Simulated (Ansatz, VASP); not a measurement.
## Two plane-wave programs on K2NaCrF6

The input INCAR:

```
SYSTEM = K2NaCrF6
PREC = Accurate
ENCUT = 520
EDIFF = 1E-6
ISMEAR = 1
SIGMA = 0.1128
LREAL = .False.
LASPH = .True.
NELM = 80
ALGO = Normal
ISIF = 2
LWAVE = .False.
LCHARG = .False.
NBANDS = 50
```

File KPOINTS:

```
regular mesh
0
Gamma
  4 4 4
  0 0 0
```

POSCAR

```
K2NaCrF6
1.0
    0.0000000000      4.1871494700      4.1871494700
    4.1871494700      0.0000000000      4.1871494700
    4.1871494700      4.1871494700      0.0000000000
Cr F K Na
1 6 2 1
Direct
    0.0000000000      0.0000000000      0.0000000000
    0.7707000000      0.2293000000      0.2293000000
    0.2293000000      0.7707000000      0.2293000000
    0.2293000000      0.7707000000      0.7707000000
    0.7707000000      0.2293000000      0.7707000000
    0.2293000000      0.2293000000      0.7707000000
    0.7707000000      0.7707000000      0.2293000000
    0.2500000000      0.2500000000      0.2500000000
    0.7500000000      0.7500000000      0.7500000000
    0.5000000000      0.5000000000      0.5000000000
```

Input for Ansatz:

```yaml
crystal:
  lattice:
    - [0.0, 4.18714947, 4.18714947]
    - [4.18714947, 0.0, 4.18714947]
    - [4.18714947, 4.18714947, 0.0]
  atoms:
    - { symbol: Cr, position: [0.0, 0.0, 0.0] }
    - { symbol: F, position: [0.7707, 0.2293, 0.2293] }
    - { symbol: F, position: [0.2293, 0.7707, 0.2293] }
    - { symbol: F, position: [0.2293, 0.7707, 0.7707] }
    - { symbol: F, position: [0.7707, 0.2293, 0.7707] }
    - { symbol: F, position: [0.2293, 0.2293, 0.7707] }
    - { symbol: F, position: [0.7707, 0.7707, 0.2293] }
    - { symbol: K, position: [0.25, 0.25, 0.25] }
    - { symbol: K, position: [0.75, 0.75, 0.75] }
    - { symbol: Na, position: [0.5, 0.5, 0.5] }
  symmetry: { tolerance: 0.0003 }
kpoints:
  mp_grid: { grid: [4, 4, 4], shift: [0, 0, 0] }
magnetization:
  spin_polarized: false
scf:
  occupations: { method: methfessel_paxton, width: 0.1128 }
hamiltonian:
  pseudopotentials: { kind: paw }
  xc: lda
basis:
  ecutwfc: 420
output:
  forces: true
  stress: true
  eigenvalues: true
```

Alike in both runs: task single point; functional LDA; k mesh 4 × 4 × 4; occupations methfessel-paxton of order 1, width 0.1128 eV; no spin polarisation.

|  | VASP | Ansatz |
| --- | --- | --- |
| version | VASP 6.6.1 | Ansatz 0.2.0 |
| potentials or method | VASP PAW LDA potentials, release 64 (Cr_pv, F, K_sv, Na_pv), cutoff 520 eV | PAW plane waves |
| valence electrons in the cell | 79 | 83 |

|  | VASP | Ansatz | Ansatz less VASP |
| --- | --- | --- | --- |
| gap on the k mesh at the Fermi level (eV) | none | none | - |
| pressure (GPa) | -6.6 | -6.8 | -0.20 |
| rms of the force components (eV/Å) | 0.159 | 0.192 | +0.0324 |

LDA's correlation is that of Perdew and Zunger in VASP and of Perdew and Wang (1992) in Ansatz. Atom by atom the forces differ by 0.032 eV/Å (rms over components). A gap of «none» marks a metal or a gap that the smearing closes. VASP's potentials hold 79 valence electrons a cell and Ansatz's 83, so a difference there can come from the potentials and not from the codes.
